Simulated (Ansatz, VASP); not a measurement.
Two plane-wave programs on ZrB2

File INCAR:

```
SYSTEM = ZrB2
PREC     = Accurate       ! precision mode
ENCUT    = 600            ! plane-wave cutoff, eV
EDIFF    = 1E-6           ! SCF threshold, eV
ISMEAR   = 0              ! smearing method
SIGMA    = 0.1            ! smearing width, eV
LREAL    = .False.        ! projectors in reciprocal space
LASPH    = .True.         ! aspherical terms in the spheres
NELM     = 80             ! most SCF steps
ALGO     = Normal         ! electronic algorithm
ISIF     = 3              ! what is computed and relaxed
LWAVE    = .False.        ! write WAVECAR
LCHARG   = .False.        ! write CHGCAR
GGA      = PE             ! functional
IBRION   = 2              ! ionic algorithm
NSW      = 100            ! ionic steps
EDIFFG   = -0.01          ! ionic threshold
```

The input KPOINTS:

```
Automatic mesh
0
Gamma
  18 18 18
  0 0 0
```

File POSCAR:

```
ZrB2
1.0
    1.5599289671      0.9006254091      4.2499824800
   -1.5599289671      0.9006254091      4.2499824800
    0.0000000000     -1.8012508182      4.2499824800
Zr B
1 2
Direct
    0.0000000000      0.0000000000      0.0000000000
    0.8139618448      0.8139618448      0.8139618448
    0.1860381552      0.1860381552      0.1860381552
```

Input for Ansatz:

```yaml
crystal:
  lattice:
    - [1.5599289671, 0.9006254091, 4.24998248]
    - [-1.5599289671, 0.9006254091, 4.24998248]
    - [0.0, -1.8012508182, 4.24998248]
  atoms:
    - { symbol: Zr, position: [0.0, 0.0, 0.0] }
    - { symbol: B, position: [0.8139618448, 0.8139618448, 0.8139618448] }
    - { symbol: B, position: [0.1860381552, 0.1860381552, 0.1860381552] }
basis:
  ecutwfc: 420
kpoints:
  mp_grid: { grid: [18, 18, 18] }
hamiltonian:
  xc: pbe
scf:
  occupations: { method: gaussian, width: 0.1 }
output:
  forces: true
  stress: true
  eigenvalues: true
relax:
  adjacent_minimum: "off"
  f_tol: 0.01
  max_steps: 80
  cell: { stress_tol: 0.05 }
```

Alike in both runs: task relaxation of cell and atoms; functional PBE; k mesh 18 × 18 × 18; occupations gaussian, width 0.1 eV; no spin polarisation.

|  | VASP | Ansatz |
| --- | --- | --- |
| version | VASP 6.6.1 | Ansatz 0.2.0 |
| potentials or method | VASP PAW PBE potentials, release 64 (Zr_sv, B), cutoff 600 eV | scalar-relativistic, plane waves, PAW |
| valence electrons in the cell | 18 | 18 |

Ansatz gave:

| Item | Value |
| --- | --- |
| gap on the k mesh at the Fermi level, each at its own relaxed structure (eV) | none |
| relaxed volume (Å³/atom) | 11.97 |
| relaxed length of the cell vector where the two differ most in proportion (Å) | 4.611 |

Task: Which values does VASP return?

Result: gap on the k mesh at the Fermi level, each at its own relaxed structure (eV): none; relaxed volume (Å³/atom): 11.97; relaxed length of the cell vector where the two differ most in proportion (Å): 4.612.

A gap of «none» marks a metal or a gap that the smearing closes.
